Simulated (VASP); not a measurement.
Wanted: the native input for a VASP 6.6.1 run.

- Task: single point
- Functional: PBE
- Potentials or basis: VASP PAW PBE potentials, release 64 (Cd, Se)
- Cutoff: 520 eV
- k mesh: 14 × 14 × 14
- Occupations: fermi-dirac, width 0.05 eV
- Spin: no spin polarisation
- Dipole correction: no
- Further INCAR settings: ALGO = Normal; EDIFF = 1e-06; NBANDS = 16

The structure of CdSe (CsCl type) lies in POSCAR:

```
CdSe
1.0
    3.0251433839      0.0000000000      0.0000000000
    0.0000000000      3.0251433839      0.0000000000
    0.0000000000      0.0000000000      3.0251433839
Cd Se
1 1
Direct
    0.0000000000      0.0000000000      0.0000000000
    0.5000000000      0.5000000000      0.5000000000
```

These files were run (other wordings do the same):

INCAR

```
SYSTEM = CdSe
ALGO = Normal
EDIFF = 1E-6
ENCUT = 520
GGA = PE
ISIF = 2
ISMEAR = -1
LASPH = .TRUE.
LCHARG = .FALSE.
LREAL = .FALSE.
LWAVE = .FALSE.
NBANDS = 16
NELM = 60
PREC = Accurate
SIGMA = 0.05
```

KPOINTS

```
k-points
0
G
  14 14 14
  0 0 0
```

Potentials or basis: VASP PAW PBE potentials, release 64 (Cd, Se).

Command:

```sh
$ cat potpaw_PBE.64/Cd/POTCAR potpaw_PBE.64/Se/POTCAR > POTCAR
$ mpirun -np 1 vasp_std > vasp.out
```

It gave:

```yaml
Pressure: 92.8 GPa
Band_gap_on_the_k_mesh: zero (band 9 reaches 9.64 eV, above the bottom of band 10 at 7.45 eV)
```

It took 23 s on 1 thread of AMD EPYC 9R45 96-Core Processor (Zen 5), on a shared host, peak memory 0.15 GiB.
